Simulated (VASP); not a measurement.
# Al12N11 (a cell with a defect) in VASP: single point with PBE

Aim: the single point of Al12N11 (a cell with a defect) with PBE.

Everything below comes from runs of VASP 6.6.1. Logs are shortened: lines on timing, memory, paths and dates and some standing lists are left out, and cuts for length are marked.

### 1 The cell of the first run

The cell holds a defect, 23 atoms: a = 5.741 Å, b = 5.741 Å, c = 8.374 Å, α = 90.00°, β = 90.00°, γ = 120.00°.

### 2 Single point, PBE

Input file INCAR:

```
PREC = Accurate ; ENCUT = 520
EDIFF = 1E-6 ; ISMEAR = 0
SIGMA = 0.05 ; LREAL = Auto
LASPH = T ; NELM = 60
ALGO = Normal ; ISIF = 2
LWAVE = F ; LCHARG = F
GGA = PE ; NBANDS = 62
```

Input file KPOINTS:

```
Automatic mesh
0
Gamma
  6 6 2
```

Input file POSCAR:

```
Al12N11
1.0
    0.0000000000     -5.7405226851      0.0000000000
    4.9714384763      2.8702613426      0.0000000000
    0.0000000000      0.0000000000      8.3737655613
Al N
12 11
Direct
    0.3456301452      0.3333333014      0.3892295499
    0.3323543506      0.3333333014      0.8686698889
    0.6798856759      0.0034551368      0.3658561943
    0.6580299665     -0.0088431146      0.8830380963
    0.0097638862      0.6632116671      0.3658561943
    0.0002066024      0.6755099185      0.8830380963
    0.6507207365      0.6333991691      0.1279558154
    0.6732048428      0.6710244964      0.6237110368
    0.9799716851      0.3333333014      0.1175656272
    0.9963696693      0.3333333014      0.6377461801
    0.3506550548      1.0332673379      0.1279558154
    0.3355135860      0.9956422117      0.6237110368
    0.3287160060      0.3333333014      0.6237945118
    0.6528460243     -0.0246711290      0.1216573347
    0.6735613399      0.0042366008      0.6216885297
    0.0108503998      0.6913377318      0.1216573347
    0.0026579857      0.6624300020      0.6216885297
    0.6733063834      0.6650716922      0.3765937769
    0.6615316283      0.6617489114      0.8690232544
    1.0222995381      0.3333333014      0.3505142314
    0.9955737487      0.3333333014      0.8771814719
    0.3415681050      1.0015950160      0.3765937769
    0.3331159564      1.0049177967      0.8690233739
```

Potentials or basis: VASP PAW PBE potentials, release 64 (Al, N).

Command:

```bash
cat potpaw_PBE.64/Al/POTCAR potpaw_PBE.64/N/POTCAR > POTCAR
mpirun -np 1 vasp_std > vasp.out
```

OUTCAR:

```text
PREC = Accurate
   ENCUT = 520
   EDIFF = 1E-6
   ISMEAR = 0
   LREAL = Auto
   LASPH = T
   NELM = 60
   ISIF = 2
   GGA = PE

 ion  position               nearest neighbor table
   1  0.346  0.333  0.389-  20 1.88  22 1.90  18 1.90  13 1.97  12 2.74   8 2.74   7 2.79  11 2.79
                            10 2.89   9 3.10   3 3.31   5 3.31   3 3.32   5 3.32   5 3.34   3 3.34
   2  0.332  0.333  0.869-  23 1.89  19 1.89  21 1.93  13 2.05  10 2.73   7 2.81  11 2.81  12 2.83
                             8 2.83   9 2.90   6 3.27   4 3.27   4 3.32   6 3.32   6 3.35   4 3.35
   3  0.680  0.003  0.366-  18 1.93  20 1.93  22 1.94  14 2.05  15 2.14   9 2.76  11 2.81   7 2.86
                             8 2.87  12 2.91  10 2.94   5 3.28   1 3.31   1 3.32   5 3.33   5 3.33
   4  0.658  0.991  0.883-  19 1.90  23 1.91  21 1.95  14 2.00  15 2.19   9 2.74  11 2.79  10 2.83
                            12 2.86   8 2.87   7 2.89   6 3.27   6 3.27   2 3.27   2 3.32   2 3.35
   5  0.010  0.663  0.366-  22 1.93  20 1.93  18 1.94  16 2.05  17 2.14   9 2.76   7 2.81  11 2.86
                            12 2.87   8 2.91  10 2.94   3 3.28   1 3.31   1 3.32   3 3.33   3 3.33
   6  0.000  0.676  0.883-  23 1.90  19 1.91  21 1.95  16 2.00  17 2.19   9 2.74   7 2.79  10 2.83
                             8 2.86  12 2.87  11 2.89   4 3.27   4 3.27   2 3.27   2 3.32   2 3.35
   7  0.651  0.633  0.128-  16 1.92  14 1.96  18 2.09  19 2.17   1 2.79   6 2.79   2 2.81   5 2.81
                             3 2.86   4 2.89  11 2.98   9 3.13   9 3.34
   8  0.673  0.671  0.624-  15 1.91  17 1.92  13 1.96  19 2.06  18 2.07   1 2.74   2 2.83   6 2.86
                             3 2.87   4 2.87   5 2.91  10 3.29  12 3.29  12 3.29  10 3.30  12 3.36
   9  0.980  0.333  0.118-  20 1.97  14 1.97  16 1.97  21 2.01   4 2.74   6 2.74   3 2.76   5 2.76
                             2 2.90   1 3.10  11 3.13   7 3.13   7 3.34  11 3.34
  10  0.996  0.333  0.638-  15 1.88  17 1.88  13 1.91  21 2.00  20 2.41   2 2.73   4 2.83   6 2.83
                             1 2.89   3 2.94   5 2.94   8 3.29  12 3.29   8 3.30  12 3.30
  11  0.351  0.033  0.128-  14 1.92  16 1.96  22 2.09  23 2.17   1 2.79   4 2.79   2 2.81   3 2.81
                             5 2.86   6 2.89   7 2.98   9 3.13   9 3.34
  12  0.336  0.996  0.624-  17 1.91  15 1.92  13 1.96  23 2.06  22 2.07   1 2.74   2 2.83   4 2.86
                             5 2.87   6 2.87   3 2.91  10 3.29   8 3.29   8 3.29  10 3.30   8 3.36
  13  0.329  0.333  0.624-  10 1.91  12 1.96   8 1.96   1 1.97   2 2.05
  14  0.653  0.975  0.122-  11 1.92   7 1.96   9 1.97   4 2.00   3 2.05
  15  0.674  0.004  0.622-  10 1.88   8 1.91  12 1.92   3 2.14   4 2.19
  16  0.011  0.691  0.122-   7 1.92  11 1.96   9 1.97   6 2.00   5 2.05
  17  0.003  0.662  0.622-  10 1.88  12 1.91   8 1.92   5 2.14   6 2.19
  18  0.673  0.665  0.377-   1 1.90   3 1.93   5 1.94   8 2.07   7 2.09
  19  0.662  0.662  0.869-   2 1.89   4 1.90   6 1.91   8 2.06   7 2.17
  20  0.022  0.333  0.351-   1 1.88   3 1.93   5 1.93   9 1.97  10 2.41
  21  0.996  0.333  0.877-   2 1.93   4 1.95   6 1.95  10 2.00   9 2.01
  22  0.342  0.002  0.377-   1 1.90   5 1.93   3 1.94  12 2.07  11 2.09
  23  0.333  0.005  0.869-   2 1.89   6 1.90   4 1.91  12 2.06  11 2.17

  LATTYP: Found a hexagonal cell.
 ALAT       =     5.7405226851
 C/A-ratio  =     1.4587113440

  Lattice vectors:

 A1 = (   0.0000000000,  -5.7405226851,   0.0000000000)
 A2 = (   4.9714384763,   2.8702613426,   0.0000000000)
 A3 = (   0.0000000000,   0.0000000000,   8.3737655613)

Analysis of symmetry for initial positions (statically):
=====================================================================
 Subroutine PRICEL returns:
 Original cell was already a primitive cell.

 Routine SETGRP: Setting up the symmetry group for a
 hexagonal supercell.

 Subroutine GETGRP returns: Found  2 space group operations
 (whereof  1 operations were pure point group operations)
 out of a pool of 24 trial point group operations.

The static configuration has the point symmetry C_1 .
 The point group associated with its full space group is C_1h.

Analysis of symmetry for dynamics (positions and initial velocities):
=====================================================================
 Subroutine PRICEL returns:
 Original cell was already a primitive cell.

 Routine SETGRP: Setting up the symmetry group for a
 hexagonal supercell.

 Subroutine GETGRP returns: Found  2 space group operations
 (whereof  1 operations were pure point group operations)
 out of a pool of 24 trial point group operations.

The dynamic configuration has the point symmetry C_1 .
 The point group associated with its full space group is C_1h.

 Subroutine INISYM returns: Found  2 space group operations
 (whereof  1 operations are pure point group operations),
 and found     1 'primitive' translations

----------------------------------------------------------------------------------------

                                     Primitive cell

  volume of cell :     238.9760

  direct lattice vectors                    reciprocal lattice vectors
     0.000000000 -5.740522685  0.000000000     0.100574512 -0.174200165  0.000000000
[... 81 lines left out ...]
 Found     26 irreducible k-points:

 Following reciprocal coordinates:
            Coordinates               Weight
  0.000000  0.000000  0.000000      1.000000
  0.166667 -0.000000  0.000000      4.000000
  0.000000  0.166667  0.000000      2.000000
  0.333333 -0.000000  0.000000      4.000000
  0.000000  0.333333  0.000000      2.000000
  0.500000 -0.000000  0.000000      2.000000
[... 16 lines left out ...]
  0.333333  0.166667  0.500000      4.000000
 -0.166667  0.500000  0.500000      4.000000
 [... further k-points ...]
   k-points           NKPTS =     26   k-points in BZ     NKDIM =     26   number of bands    NBANDS=     62
   number of dos      NEDOS =    301   number of ions     NIONS =     23
   total plane-waves  NPLWV = 147456
   dimension x,y,z NGX =    48 NGY =   48 NGZ =   64
   dimension x,y,z NGXF=    96 NGYF=   96 NGZF=  128
   ions per type =              12  11
   NGX,Y,Z   is equivalent  to a cutoff of  13.90, 13.90, 12.71 a.u.
   NGXF,Y,Z  is equivalent  to a cutoff of  27.80, 27.80, 25.41 a.u.
 SYSTEM =  unknown system
   PREC   = accura    normal or accurate (medium, high low for compatibility)
   ISTART =      0    job   : 0-new  1-cont  2-samecut
   ICHARG =      2    charge: 1-file 2-atom 10-const
   ISPIN  =      1    spin polarized calculation?
   LNONCOLLINEAR =      F non collinear calculations
   LSORBIT =      F    spin-orbit coupling
   LASPH  =      T    aspherical Exc in radial PAW
   ENCUT  =  520.0 eV  38.22 Ry    6.18 a.u.  10.67 10.67 15.57*2*pi/ulx,y,z
   NELM   =     60;   NELMIN=  2; NELMDL= -5     # of ELM steps
   EDIFF  = 0.1E-05   stopping-criterion for ELM
   LREAL  =      T    real-space projection
   EDIFFG = 0.1E-04   stopping-criterion for IOM
   NSW    =      0    number of steps for IOM
   IBRION =     -1    ionic relax: 0-MD 1-quasi-New 2-CG
   NFREE  =      0    steps in history (QN), initial steepest desc. (CG)
   ISIF   =      2    stress and relaxation
   ISYM   =      2    0-nonsym 1-usesym 2-fastsym
   POTIM  = 0.5000    time-step for ionic-motion
   TEBEG  =    0.0;   TEEND  =   0.0 temperature during run
   PSTRESS=    0.0 pullay stress
   NELECT =      91.0000    total number of electrons
   NUPDOWN=      -1.0000    fix difference up-down
   EMIN   =  10.00;   EMAX   =-10.00  energy-range for DOS
   EFERMI =   0.00;   METHOD = LEGACY
   ISMEAR =     0;   SIGMA  =   0.05  broadening in eV -4-tet -1-fermi 0-gaus
   EFERMI_NEDOS =   21; number of points for ismear=-14 and -15
   IALGO  =     38    algorithm
   IMIX   =      4    mixing-type and parameters
     AMIX     =   0.40;   BMIX     =  1.00
     AMIX_MAG =   1.60;   BMIX_MAG =  1.00
  volume/ion in A,a.u.               =      10.39        70.12
  Fermi-wavevector in a.u.,A,eV,Ry     =   1.186599  2.242346 19.157226  1.408016
  Thomas-Fermi vector in A             =   2.322768
   LORBIT       =      0    0 simple, 1 ext, 2 COOP (PROOUT), +10 PAW based schemes
   GGA     = PE    functional components
   LHFCALC =     F    Hartree Fock is set to
   AEXX    =    0.0000 exact exchange contribution
   IVDW    =     0    specifies the selected vdW correction
   LEPSILON=     F    determine dielectric tensor
   LRPA    =     F    only Hartree local field effects (RPA)
 non-spin polarized calculation
 Gauss-broadening in eV      SIGMA  =   0.05
  energy-cutoff  :      520.00
  volume of cell :      238.98
 maximum number of plane-waves:      6450
 NGX is ok and might be reduce to    48
   NGX = 21   NGY = 21   NGZ = 31

 number of electron      91.0000004 magnetization

 Free energy of the ion-electron system (eV)
  ---------------------------------------------------
  ext. energy  EPLUGINS =         0.00000000
  ---------------------------------------------------
  free energy    TOTEN  =      -161.89685453 eV

  energy without entropy =     -161.88367512  energy(sigma->0) =     -161.89026482

 E-fermi :  10.3870     XC(G=0): -11.0348

 val. band max:       10.3851145520   @ k =   0.3333  -0.0000   0.0000
 cond. band min:      10.4034638927   @ k =  -0.1667   0.5000   0.5000
 fundamental gap:      0.0183493407
 Fermi energy:        10.3870306933

 k-point     1 :       0.0000    0.0000    0.0000
  band No.  band energies     occupation
      1      -9.0092      2.00000
      2      -7.7561      2.00000
      3      -7.4315      2.00000
      4      -6.7485      2.00000
      5      -6.6700      2.00000
      6      -6.6471      2.00000
[... 1429 lines left out ...]
     56      13.8789      0.00000
     57      14.1193      0.00000

 [... further k-points ...]

 [bands above 57 left out]

------------------------ aborting loop because EDIFF is reached ----------------------------------------

  FORCE on cell =-STRESS in cart. coord.  units (eV):
  Direction    XX          YY          ZZ          XY          YZ          ZX
  --------------------------------------------------------------------------------------
  -------------------------------------------------------------------------------------
  Total       -2.8359427     -0.6499726      3.8237071     -0.0000000     -2.3410200      0.0000000
  in kB      -19.0131350     -4.3576395     25.6354473     -0.0000000    -15.6950031      0.0000000
  external PRESSURE =       0.7548909 kB  Pullay stress =       0.0000000 kB

 VOLUME and BASIS-vectors are now :
 -----------------------------------------------------------------------------
  energy-cutoff  :      520.00
  volume of cell :      238.98
      direct lattice vectors                 reciprocal lattice vectors
     0.000000000 -5.740522685  0.000000000     0.100574512 -0.174200165  0.000000000
     4.971438476  2.870261343  0.000000000     0.201149025  0.000000000  0.000000000
     0.000000000  0.000000000  8.373765561     0.000000000  0.000000000  0.119420587

 POSITION                                       TOTAL-FORCE (eV/Angst)
 -----------------------------------------------------------------------------------
      1.65715     -1.02734      3.25932         0.000000      0.346439     -0.025055
      1.65715     -0.95113      7.27404         0.000000      0.063129     -0.016169
      0.01718     -3.89298      3.06359        -0.176984      0.077082      0.024277
      4.92748     -0.93256      7.39435         0.063794     -0.066856      0.016535
      3.29712      1.84754      3.06359         0.176984      0.077082      0.024277
      3.35826      1.93770      7.39435        -0.063794     -0.066856      0.016535
[... 15 lines left out ...]
      0.00793     -1.95620      3.15351         0.193829      0.073582     -0.102533
      0.02445     -1.89814      7.27700         0.001534     -0.042638      0.035920
 -----------------------------------------------------------------------------------
    total drift:                               -0.000896      0.000150     -0.001046

  FREE ENERGIE OF THE ION-ELECTRON SYSTEM (eV)
  ---------------------------------------------------
  free  energy   TOTEN  =      -161.8968545251 eV

  energy  without entropy=     -161.8836751222  energy(sigma->0) =     -161.89026482
```

It took 26 min on 1 thread of Intel Xeon 8259CL, shared host; peak memory 0.5 GiB.

Results:

| Quantity | Value |
| --- | --- |
| Free energy | -161.8969 eV |
| Pressure | 0.1 GPa |
| Largest force | 0.905 eV/Å |
| Band gap on the k mesh | zero (an odd number of electrons rules out a gap without spin polarisation) |

Forces on the atoms (eV/Å):
```
Al   0.000  0.346 -0.025
Al   0.000  0.063 -0.016
Al  -0.177  0.077  0.024
Al   0.064 -0.067  0.017
Al   0.177  0.077  0.024
Al  -0.064 -0.067  0.017
Al  -0.029 -0.122 -0.131
Al  -0.056 -0.027  0.021
Al   0.000 -0.421  0.118
Al   0.000 -0.003 -0.223
Al   0.029 -0.122 -0.131
Al   0.056 -0.027  0.021
N    0.000 -0.045  0.039
N    0.061 -0.173  0.025
N   -0.073 -0.009 -0.110
N   -0.061 -0.173  0.025
N    0.073 -0.009 -0.110
N   -0.194  0.074 -0.103
N   -0.002 -0.043  0.036
N    0.000  0.597  0.681
N    0.000  0.041 -0.132
N    0.194  0.074 -0.103
N    0.002 -0.043  0.036
```

Caveat: the k points lie up to 0.38 Å⁻¹ apart, too coarse for converged energies and pressures of a metal; an odd number of electrons without spin polarisation forces a metal; a magnetic or distorted state may lie lower.
